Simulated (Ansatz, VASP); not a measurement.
# Na: VASP beside Ansatz

```
CELL_PARAMETERS angstrom
-2.09856 2.09856 2.09856
2.09856 -2.09856 2.09856
2.09856 2.09856 -2.09856
ATOMIC_POSITIONS crystal
Na 0.00000 0.00000 0.00000
```

Alike in both runs: task single point; functional PBE; k mesh 11 × 11 × 11; occupations fermi-dirac, width 0.3 eV; no spin polarisation.

|  | VASP | Ansatz |
| --- | --- | --- |
| version | VASP 6.6.1 | Ansatz 0.2.0 |
| potentials or method | VASP PAW PBE potentials, release 64 (Na_pv), cutoff 520 eV | plane waves (420 eV) with PAW, scalar-relativistic |
| valence electrons in the cell | 7 | 9 |

Ansatz gave:

* pressure (GPa): 0.2

Question: Which values does VASP return?

Answer: Pressure (GPa): 0.1.

VASP's potentials hold 7 valence electrons a cell and Ansatz's 9, so a difference there can come from the potentials and not from the codes.
